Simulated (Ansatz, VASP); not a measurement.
One calculation of Be, two programs

The input INCAR:

```
PREC     = Accurate       # precision mode
ENCUT    = 520            # plane-wave cutoff, eV
EDIFF    = 1E-6           # SCF threshold, eV
ISMEAR   = 0              # smearing method
SIGMA    = 0.1            # smearing width, eV
LREAL    = False          # projectors in reciprocal space
LASPH    = True           # aspherical terms in the spheres
NELM     = 100            # most SCF steps
ALGO     = Normal         # electronic algorithm
ISIF     = 2              # what is computed and relaxed
LWAVE    = False          # write WAVECAR
LCHARG   = False          # write CHGCAR
GGA      = PS             # functional
NBANDS   = 7              # bands
```

Contents of KPOINTS:

```
regular mesh
0
Gamma
  20 20 20
```

The input POSCAR:

```
Be
1.0
   -1.2623188591      1.2623188591      1.3375061162
    1.2623188591     -1.2623188591      1.3375061162
    1.2623188591      1.2623188591     -1.3375061162
Be
1
Direct
    0.0000000000      0.0000000000      0.0000000000
```

Input for Ansatz:

```yaml
crystal:
  lattice:
    - [-1.2623188591, 1.2623188591, 1.3375061162]
    - [1.2623188591, -1.2623188591, 1.3375061162]
    - [1.2623188591, 1.2623188591, -1.3375061162]
  atoms:
    - { symbol: Be, position: [0.0, 0.0, 0.0] }
basis:
  ecutwfc: 420
kpoints:
  mp_grid: { grid: [20, 20, 20] }
hamiltonian:
  xc: pbesol
scf:
  occupations: { method: gaussian, width: 0.1 }
output:
  forces: true
  stress: true
  eigenvalues: true
```

Alike in both runs: task single point; functional PBEsol; k mesh 20 × 20 × 20; occupations gaussian, width 0.1 eV; no spin polarisation.

|  | VASP | Ansatz |
| --- | --- | --- |
| version | VASP 6.6.1 | Ansatz 0.2.0 |
| potentials or method | VASP PAW PBE potentials, release 64 (Be), cutoff 520 eV | scalar-relativistic, plane waves, PAW |
| valence electrons in the cell | 2 | 2 |

|  | VASP | Ansatz | Ansatz less VASP |
| --- | --- | --- | --- |
| gap on the k mesh at the Fermi level (eV) | none | none | - |
| pressure (GPa) | -9.7 | -10.0 | -0.28 |
| traceless stress, the component that is largest in VASP (GPa) | -0.98 | -0.97 | +0.010 |

VASP's potentials were made for PBE, not for PBEsol. A gap of «none» marks a metal or a gap that the smearing closes.
